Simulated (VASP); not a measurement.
# Sn (Fd-3m) in VASP: notebook

Sn is run at these levels: LDA; tasks: single point, relaxation of cell and atoms.

All numbers are computed with VASP 6.6.1; they aren't measurements. Logs are shortened: lines on timing, memory, paths and dates and some standing lists are left out, and cuts for length are marked.

### Step 1. The cell of the first run

The structure is cubic, space group Fd-3m (No. 227). Conventional cell: a = 6.392 Å, b = 6.392 Å, c = 6.392 Å, α = 90.00°, β = 90.00°, γ = 90.00°. Within 3.6 Å of Sn (site symmetry -43m) lie 4 Sn at 2.77 Å.

This isn't the form of Sn at room conditions, which is tetragonal (white tin).

### Step 2. Single point, LDA

INCAR reads:

```
SYSTEM = Sn
PREC     = Accurate       ! precision mode
ENCUT    = 500            ! plane-wave cutoff, eV
EDIFF    = 1E-6           ! SCF threshold, eV
ISMEAR   = -1             ! smearing method
SIGMA    = 0.1            ! smearing width, eV
LREAL    = .False.        ! projectors in reciprocal space
LASPH    = .True.         ! aspherical terms in the spheres
NELM     = 120            ! most SCF steps
ALGO     = Normal         ! electronic algorithm
ISIF     = 2              ! what is computed and relaxed
LWAVE    = .False.        ! write WAVECAR
LCHARG   = .False.        ! write CHGCAR
NBANDS   = 21             ! bands
GGA_COMPAT= .False.
```

KPOINTS reads:

```
regular mesh
0
Gamma
  6 6 6
  0 0 0
```

POSCAR reads:

```
Sn
1.0
    0.0000000000      3.1959300712      3.1959300712
    3.1959300712      0.0000000000      3.1959300712
    3.1959300712      3.1959300712      0.0000000000
Sn
2
Direct
    0.5000000000      0.5000000000      0.5000000000
    0.7500000000      0.7500000000      0.7500000000
```

Potentials or basis: VASP PAW LDA potentials, release 64 (Sn_d).

Command:

```
$ cat potpaw_LDA.64/Sn_d/POTCAR > POTCAR
$ mpirun -np 1 vasp_std > vasp.out
```

OUTCAR:

```text
SYSTEM = Sn
   PREC = Accurate
   ENCUT = 500
   EDIFF = 1E-6
   ISMEAR = -1
   LREAL = .False.
   LASPH = .True.
   NELM = 120
   ISIF = 2

 ion  position               nearest neighbor table
   1  0.500  0.500  0.500-   2 2.77   2 2.77   2 2.77   2 2.77
   2  0.750  0.750  0.750-   1 2.77   1 2.77   1 2.77   1 2.77

  LATTYP: Found a face centered cubic cell.
 ALAT       =     6.3918601424

  Lattice vectors:

 A1 = (   0.0000000000,   3.1959300712,   3.1959300712)
 A2 = (   3.1959300712,   0.0000000000,   3.1959300712)
 A3 = (   3.1959300712,   3.1959300712,   0.0000000000)

Analysis of symmetry for initial positions (statically):
=====================================================================
 Subroutine PRICEL returns:
 Original cell was already a primitive cell.

 Routine SETGRP: Setting up the symmetry group for a
 face centered cubic supercell.

 Subroutine GETGRP returns: Found 48 space group operations
 (whereof 24 operations were pure point group operations)
 out of a pool of 48 trial point group operations.

The static configuration has the point symmetry T_d .
 The point group associated with its full space group is O_h .

Analysis of symmetry for dynamics (positions and initial velocities):
=====================================================================
 Subroutine PRICEL returns:
 Original cell was already a primitive cell.

 Routine SETGRP: Setting up the symmetry group for a
 face centered cubic supercell.

 Subroutine GETGRP returns: Found 48 space group operations
 (whereof 24 operations were pure point group operations)
 out of a pool of 48 trial point group operations.

The dynamic configuration has the point symmetry T_d .
 The point group associated with its full space group is O_h .

 Subroutine INISYM returns: Found 48 space group operations
 (whereof 24 operations are pure point group operations),
 and found     1 'primitive' translations

----------------------------------------------------------------------------------------

                                     Primitive cell

  volume of cell :      65.2863

  direct lattice vectors                    reciprocal lattice vectors
     0.000000000  3.195930071  3.195930071    -0.156448980  0.156448980  0.156448980
     3.195930071  0.000000000  3.195930071     0.156448980 -0.156448980  0.156448980
     3.195930071  3.195930071  0.000000000     0.156448980  0.156448980 -0.156448980

  length of vectors
     4.519727651  4.519727651  4.519727651     0.270977582  0.270977582  0.270977582

  position of ions in fractional coordinates (direct lattice)
     0.500000000  0.500000000  0.500000000
     0.750000000  0.750000000  0.750000000

  ion indices of the primitive-cell ions
   primitive index   ion index
                 1           1
                 2           2

----------------------------------------------------------------------------------------

 KPOINTS: regular mesh

Automatic generation of k-mesh.
 Grid dimensions read from file:
 generate k-points for:    6    6    6

 Generating k-lattice:

  Cartesian coordinates                     Fractional coordinates (reciprocal lattice)
    -0.026074830  0.026074830  0.026074830     0.166666667  0.000000000  0.000000000
     0.026074830 -0.026074830  0.026074830     0.000000000  0.166666667  0.000000000
     0.026074830  0.026074830 -0.026074830     0.000000000  0.000000000  0.166666667

  Length of vectors
     0.045162930  0.045162930  0.045162930

  Shift w.r.t. Gamma in fractional coordinates (k-lattice)
     0.000000000  0.000000000  0.000000000

 Subroutine IBZKPT returns following result:
 ===========================================

 Found     16 irreducible k-points:

 Following reciprocal coordinates:
            Coordinates               Weight
  0.000000  0.000000  0.000000      1.000000
  0.166667  0.000000  0.000000      8.000000
  0.333333  0.000000  0.000000      8.000000
  0.500000  0.000000  0.000000      4.000000
  0.166667  0.166667  0.000000      6.000000
  0.333333  0.166667  0.000000     24.000000
[... 8 lines left out ...]
 -0.333333  0.333333  0.166667     24.000000
 -0.333333  0.500000  0.166667     12.000000
   k-points           NKPTS =     16   k-points in BZ     NKDIM =     16   number of bands    NBANDS=     21
   number of dos      NEDOS =    301   number of ions     NIONS =      2
   total plane-waves  NPLWV =  46656
   dimension x,y,z NGX =    36 NGY =   36 NGZ =   36
   dimension x,y,z NGXF=    72 NGYF=   72 NGZF=   72
   ions per type =               2
   NGX,Y,Z   is equivalent  to a cutoff of  13.24, 13.24, 13.24 a.u.
   NGXF,Y,Z  is equivalent  to a cutoff of  26.48, 26.48, 26.48 a.u.
 SYSTEM =  Sn
   PREC   = accura    normal or accurate (medium, high low for compatibility)
   ISTART =      0    job   : 0-new  1-cont  2-samecut
   ICHARG =      2    charge: 1-file 2-atom 10-const
   ISPIN  =      1    spin polarized calculation?
   LNONCOLLINEAR =      F non collinear calculations
   LSORBIT =      F    spin-orbit coupling
   LASPH  =      T    aspherical Exc in radial PAW
   ENCUT  =  500.0 eV  36.75 Ry    6.06 a.u.   8.24  8.24  8.24*2*pi/ulx,y,z
   NELM   =    120;   NELMIN=  2; NELMDL= -5     # of ELM steps
   EDIFF  = 0.1E-05   stopping-criterion for ELM
   LREAL  =      F    real-space projection
[... 7 lines left out ...]
   TEBEG  =    0.0;   TEEND  =   0.0 temperature during run
   PSTRESS=    0.0 pullay stress
   NELECT =      28.0000    total number of electrons
   NUPDOWN=      -1.0000    fix difference up-down
   EMIN   =  10.00;   EMAX   =-10.00  energy-range for DOS
   EFERMI =   0.00;   METHOD = LEGACY
   ISMEAR =    -1;   SIGMA  =   0.10  broadening in eV -4-tet -1-fermi 0-gaus
   EFERMI_NEDOS =   21; number of points for ismear=-14 and -15
   IALGO  =     38    algorithm
   IMIX   =      4    mixing-type and parameters
     AMIX     =   0.40;   BMIX     =  1.00
     AMIX_MAG =   1.60;   BMIX_MAG =  1.00
  volume/ion in A,a.u.               =      32.64       220.29
  Fermi-wavevector in a.u.,A,eV,Ry     =   1.234583  2.333023 20.737930  1.524195
  Thomas-Fermi vector in A             =   2.369267
   LORBIT       =      0    0 simple, 1 ext, 2 COOP (PROOUT), +10 PAW based schemes
   GGA     = CA    functional components
   LHFCALC =     F    Hartree Fock is set to
   AEXX    =    0.0000 exact exchange contribution
   IVDW    =     0    specifies the selected vdW correction
   LEPSILON=     F    determine dielectric tensor
   LRPA    =     F    only Hartree local field effects (RPA)
 non-spin polarized calculation
  energy-cutoff  :      500.00
  volume of cell :       65.29
 maximum number of plane-waves:      1676
 NGX is ok and might be reduce to    36
   NGX = 17   NGY = 17   NGZ = 17

 number of electron      28.0000008 magnetization

 Free energy of the ion-electron system (eV)
  ---------------------------------------------------
  ext. energy  EPLUGINS =         0.00000000
  ---------------------------------------------------
  free energy    TOTEN  =        -8.89407067 eV

  energy without entropy =       -8.88495325  energy(sigma->0) =       -8.88951196

 E-fermi :   5.8033     XC(G=0):  -9.3894

 val. band max:        5.4808270150   @ k =   0.1667   0.0000   0.0000
 cond. band min:       5.8596131054   @ k =   0.5000   0.0000   0.0000
 fundamental gap:      0.3787860904
 Fermi energy:         5.8032932932

 k-point     1 :       0.0000    0.0000    0.0000
  band No.  band energies     occupation
      1     -15.8397      2.00000
      2     -15.8397      2.00000
      3     -15.8397      2.00000
      4     -15.7718      2.00000
      5     -15.7718      2.00000
      6     -15.4196      2.00000
[... 13 lines left out ...]
     20      14.0201      0.00000
     21      14.0201      0.00000

 k-point     2 :       0.1667    0.0000    0.0000
  band No.  band energies     occupation
      1     -15.8583      2.00000
      2     -15.8583      2.00000
      3     -15.8326      2.00000
      4     -15.7445      2.00000
      5     -15.7445      2.00000
      6     -15.4515      2.00000
[... 13 lines left out ...]
     20      12.8307      0.00000
     21      12.8307      0.00000

 k-point     3 :       0.3333    0.0000    0.0000
  band No.  band energies     occupation
      1     -15.8760      2.00000
      2     -15.8760      2.00000
      3     -15.8178      2.00000
      4     -15.7124      2.00000
      5     -15.7124      2.00000
      6     -15.4772      2.00000
[... 13 lines left out ...]
     20      13.2823      0.00000
     21      13.2823      0.00000

 k-point     4 :       0.5000    0.0000    0.0000
  band No.  band energies     occupation
      1     -15.8808      2.00000
      2     -15.8808      2.00000
      3     -15.8101      2.00000
      4     -15.7026      2.00000
      5     -15.7026      2.00000
      6     -15.4837      2.00000
[... 13 lines left out ...]
     20      14.7725      0.00000
     21      14.7726      0.00000

 k-point     5 :       0.1667    0.1667    0.0000
  band No.  band energies     occupation
      1     -15.8560      2.00000
      2     -15.8560      2.00000
      3     -15.8506      2.00000
      4     -15.7466      2.00000
      5     -15.7133      2.00000
      6     -15.5066      2.00000
[... 13 lines left out ...]
     20      12.4290      0.00000
     21      14.3302      0.00000

 k-point     6 :       0.3333    0.1667    0.0000
  band No.  band energies     occupation
      1     -15.8879      2.00000
      2     -15.8736      2.00000
      3     -15.8197      2.00000
      4     -15.7131      2.00000
      5     -15.6714      2.00000
      6     -15.5496      2.00000
[... 13 lines left out ...]
     20      13.5717      0.00000
     21      14.3355      0.00000

 k-point     7 :       0.5000    0.1667    0.0000
  band No.  band energies     occupation
      1     -15.9071      2.00000
      2     -15.8866      2.00000
      3     -15.7810      2.00000
      4     -15.6815      2.00000
      5     -15.6686      2.00000
      6     -15.5432      2.00000
[... 13 lines left out ...]
     20      14.6887      0.00000
     21      14.9015      0.00000

 k-point     8 :      -0.3333    0.1667    0.0000
  band No.  band energies     occupation
      1     -15.9020      2.00000
      2     -15.8907      2.00000
      3     -15.7761      2.00000
      4     -15.7003      2.00000
      5     -15.6698      2.00000
      6     -15.5211      2.00000
[... 13 lines left out ...]
     20      13.1902      0.00000
     21      14.6754      0.00000

 k-point     9 :      -0.1667    0.1667    0.0000
  band No.  band energies     occupation
      1     -15.8803      2.00000
      2     -15.8751      2.00000
      3     -15.8123      2.00000
      4     -15.7288      2.00000
      5     -15.7011      2.00000
      6     -15.4979      2.00000
[... 13 lines left out ...]
     20      13.2383      0.00000
     21      13.5086      0.00000

 k-point    10 :       0.3333    0.3333    0.0000
  band No.  band energies     occupation
      1     -15.8847      2.00000
      2     -15.8847      2.00000
      3     -15.8252      2.00000
      4     -15.6782      2.00000
      5     -15.6300      2.00000
      6     -15.6048      2.00000
[... 13 lines left out ...]
     20      15.2690      0.00000
     21      15.3299      0.00000

 k-point    11 :       0.5000    0.3333    0.0000
  band No.  band energies     occupation
      1     -15.9117      2.00000
      2     -15.8948      2.00000
      3     -15.7701      2.00000
      4     -15.6625      2.00000
      5     -15.6353      2.00000
      6     -15.5714      2.00000
[... 13 lines left out ...]
     20      15.3821      0.00000
     21      15.7747      0.00000

 k-point    12 :      -0.3333    0.3333    0.0000
  band No.  band energies     occupation
      1     -15.9249      2.00000
      2     -15.8982      2.00000
      3     -15.7453      2.00000
      4     -15.6294      2.00000
      5     -15.6191      2.00000
      6     -15.5971      2.00000
[... 13 lines left out ...]
     20      13.3226      0.00000
     21      16.6340      0.00000

 k-point    13 :       0.5000    0.5000    0.0000
  band No.  band energies     occupation
      1     -15.8977      2.00000
      2     -15.8977      2.00000
      3     -15.7465      2.00000
      4     -15.7465      2.00000
      5     -15.5857      2.00000
      6     -15.5857      2.00000
[... 13 lines left out ...]
     20      15.3981      0.00000
     21      16.4837      0.00000

 k-point    14 :       0.5000    0.3333    0.1667
  band No.  band energies     occupation
      1     -15.9051      2.00000
      2     -15.8989      2.00000
      3     -15.7727      2.00000
      4     -15.6792      2.00000
      5     -15.6251      2.00000
      6     -15.5955      2.00000
[... 13 lines left out ...]
     20      14.0346      0.00000
     21      15.8055      0.00000

 k-point    15 :      -0.3333    0.3333    0.1667
  band No.  band energies     occupation
      1     -15.9210      2.00000
      2     -15.9042      2.00000
      3     -15.7356      2.00000
      4     -15.6491      2.00000
      5     -15.6144      2.00000
      6     -15.6007      2.00000
[... 13 lines left out ...]
     20      15.3632      0.00000
     21      15.6163      0.00000

 k-point    16 :      -0.3333    0.5000    0.1667
  band No.  band energies     occupation
      1     -15.9138      2.00000
      2     -15.9138      2.00000
      3     -15.7000      2.00000
      4     -15.7000      2.00000
      5     -15.5910      2.00000
      6     -15.5910      2.00000
[... 13 lines left out ...]
     20      15.1489      0.00000
     21      16.3062      0.00000

------------------------ aborting loop because EDIFF is reached ----------------------------------------

  FORCE on cell =-STRESS in cart. coord.  units (eV):
  Direction    XX          YY          ZZ          XY          YZ          ZX
  --------------------------------------------------------------------------------------
  -------------------------------------------------------------------------------------
  Total        0.8270086      0.8270086      0.8270086      0.0000000      0.0000000     -0.0000000
  in kB       20.2954566     20.2954566     20.2954566      0.0000000      0.0000000     -0.0000000
  external PRESSURE =      20.2954566 kB  Pullay stress =       0.0000000 kB

 VOLUME and BASIS-vectors are now :
 -----------------------------------------------------------------------------
  energy-cutoff  :      500.00
  volume of cell :       65.29
      direct lattice vectors                 reciprocal lattice vectors
     0.000000000  3.195930071  3.195930071    -0.156448980  0.156448980  0.156448980
     3.195930071  0.000000000  3.195930071     0.156448980 -0.156448980  0.156448980
     3.195930071  3.195930071  0.000000000     0.156448980  0.156448980 -0.156448980

 POSITION                                       TOTAL-FORCE (eV/Angst)
 -----------------------------------------------------------------------------------
      3.19593      3.19593      3.19593         0.000000      0.000000      0.000000
      4.79390      4.79390      4.79390        -0.000000     -0.000000     -0.000000
 -----------------------------------------------------------------------------------
    total drift:                                0.000000      0.000000      0.000000

  FREE ENERGIE OF THE ION-ELECTRON SYSTEM (eV)
  ---------------------------------------------------
  free  energy   TOTEN  =        -8.8940706698 eV

  energy  without entropy=       -8.8849532509  energy(sigma->0) =       -8.88951196
```

Wall time 20 s (1 thread of Intel Xeon 8259CL, shared host); peak memory 0.17 GiB.

Results:

```yaml
Free_energy: -8.8941 eV
Pressure: 2.0 GPa
Band_gap_on_the_k_mesh: zero (bands 14 and 15 overlap by 0.10 eV)
```

Caveat: spin-orbit coupling is left out, which moves the levels of the heavy elements.

### Step 3. Single point, LDA

This run uses another cell than the first one, of 34.00 Å³/atom.

INCAR reads:

```
SYSTEM = Sn
  PREC = Accurate
  ENCUT = 500
  EDIFF = 1E-6
  ISMEAR = -1
  SIGMA = 0.1
  LREAL = .FALSE.
  LASPH = .TRUE.
  NELM = 120
  ALGO = Normal
  ISIF = 2
  LWAVE = .FALSE.
  LCHARG = .TRUE.
  LELF = .TRUE.
  LVHAR = .TRUE.
  NBANDS = 21
  GGA_COMPAT = .FALSE.
```

KPOINTS reads:

```
regular mesh
0
G
  6 6 6
  0 0 0
```

POSCAR reads:

```
Sn
1.0
    0.0000000000      3.2394610104      3.2394610104
    3.2394610104      0.0000000000      3.2394610104
    3.2394610104      3.2394610104      0.0000000000
Sn
2
Direct
    0.5000000000      0.5000000000      0.5000000000
    0.7500000000      0.7500000000      0.7500000000
```

Potentials or basis: VASP PAW LDA potentials, release 64 (Sn_d).

Command:

```
$ cat potpaw_LDA.64/Sn_d/POTCAR > POTCAR
$ mpirun -np 1 vasp_std > vasp.out
```

Run time: 30 s. Hardware: 1 thread of Intel Xeon 8259CL, shared host; peak memory 0.17 GiB.

Results (log left out):

```
Free energy            : -8.9114 eV
Pressure               : 0.0 GPa
Band gap on the k mesh : zero (bands 14 and 15 overlap by 0.18 eV)
```

Levels at points of the mesh, in eV from the Fermi level:
| k point | band 11 | band 12 | band 13 | band 14 | band 15 | band 16 | band 17 | band 18 |
| --- | --- | --- | --- | --- | --- | --- | --- | --- |
| (0.00, 0.00, 0.00) | -10.58 | -0.66 | 0.19 | 0.19 | 0.19 | 2.25 | 2.25 | 2.25 |
| (0.50, 0.00, 0.00) | -8.94 | -6.25 | -1.02 | -1.02 | 0.01 | 3.33 | 3.33 | 5.63 |
| (0.50, 0.50, 0.00) | -7.47 | -7.47 | -2.37 | -2.37 | 0.86 | 0.86 | 7.79 | 7.79 |

Caveat: spin-orbit coupling is left out, which moves the levels of the heavy elements.

(Part 1 of 2 ends here.)

The gap in the log of VASP goes by the Fermi energy; the results here count the filled bands.